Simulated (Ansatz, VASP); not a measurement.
## Si: VASP beside Ansatz

```xyz
6
Lattice="1.9271 -3.3882 0.0000 1.9271 3.3882 0.0000 0.0000 0.0000 8.3613" Properties=species:S:1:pos:R:3 pbc="T T T"
Si    0.9636    1.6941    2.7938
Si    0.9636   -1.6941    5.5674
Si    0.9636   -1.6941    1.3868
Si    0.9636    1.6941    6.9745
Si    0.0000    0.0000    4.1806
Si    1.9271    0.0000    0.0000
```

Alike in both runs: functional PBE; k mesh 12 × 12 × 6; occupations gaussian, width 0.1 eV; no spin polarisation.

Ansatz relaxed the structure, and its values are those at the end. VASP's run is a single point on that final structure, the one shown.

|  | VASP | Ansatz |
| --- | --- | --- |
| version | VASP 6.6.1 | Ansatz 0.2.0 |
| potentials or method | VASP PAW PBE potentials, release 64 (Si), cutoff 520 eV | scalar-relativistic, plane waves, PAW |
| valence electrons in the cell | 24 | 24 |

VASP gave:

* gap on the k mesh at the Fermi level (eV): none
* pressure (GPa): -0.1

Q: Estimate Ansatz's values.

A: gap on the k mesh at the Fermi level (eV): none; pressure (GPa): 0.0.

A gap of «none» marks a metal or a gap that the smearing closes.
